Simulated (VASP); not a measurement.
Here is a VASP 6.6.1 calculation.

The input INCAR:

```
SYSTEM = Ir
ALGO = Normal ; EDIFF = 1E-6
ENCUT = 500 ; GGA = PS
GGA_COMPAT = .False. ; ISIF = 2
ISMEAR = 0 ; LASPH = .True.
LCHARG = .True. ; LELF = .True.
LREAL = .False. ; LVHAR = .True.
LWAVE = .False. ; NBANDS = 14
NELM = 120 ; PREC = Accurate
SIGMA = 0.1
```

Contents of KPOINTS:

```
k-points
0
Gamma
  18 18 18
  0 0 0
```

POSCAR

```
Ir
1.0
   -0.1535760000      1.9797482160      1.9797482160
    1.8261722160      0.0000000000      1.8261722160
    1.8261722160      1.8261722160      0.0000000000
Ir
1
Direct
    0.0000000000      0.0000000000      0.0000000000
```

Potentials or basis: VASP PAW PBE potentials, release 64 (Ir_sv_GW).

The run is started by

```sh
$ cat potpaw_PBE.64/Ir_sv_GW/POTCAR > POTCAR
$ mpirun -np 1 vasp_std > vasp.out
```

Task: Predict the pressure.

Result: 15.1 GPa.

Stress tensor (GPa, compression positive):
```
 15.13  23.80  23.80
 23.80  15.13 -23.80
 23.80 -23.80  15.13
```

Caveat: the cell differs from its parent crystal (strained); the PAW data sets were made with another functional, which shifts forces and pressure a little.
